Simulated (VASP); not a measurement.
The system is Ru.

```
CELL_PARAMETERS angstrom
2.67396 0.00000 0.00000
-1.33698 2.31572 0.00000
0.00000 0.00000 4.23034
ATOMIC_POSITIONS crystal
Ru 0.33333 0.66667 0.25000
Ru 0.66667 0.33333 0.75000
```

Base run:

- Program: VASP 6.6.1
- Functional: PBE
- Dispersion: D4
- Potentials or basis: VASP PAW PBE potentials, release 64 (Ru_pv)
- Cutoff: 500 eV
- k mesh: 18 × 18 × 10
- Occupations: fermi-dirac, width 0.15 eV
- Spin: no spin polarisation

Its results: band gap on the k mesh zero (band 14 reaches 15.07 eV, above the bottom of band 15 at 11.77 eV); pressure 11.7 GPa.

**Question.** The run is repeated on the same cell with these changes: dispersion from D4 to none. What comes out?

**Answer.** Band gap on the k mesh zero (band 14 reaches 15.07 eV, above the bottom of band 15 at 11.77 eV); pressure 18.0 GPa.

Dispersion adds attraction, which lowers the pressure at fixed volume and, as a term added to the energy, leaves the levels alone.

Caveats: pairwise dispersion overbinds metals, which lowers pressure and volume (some runs).
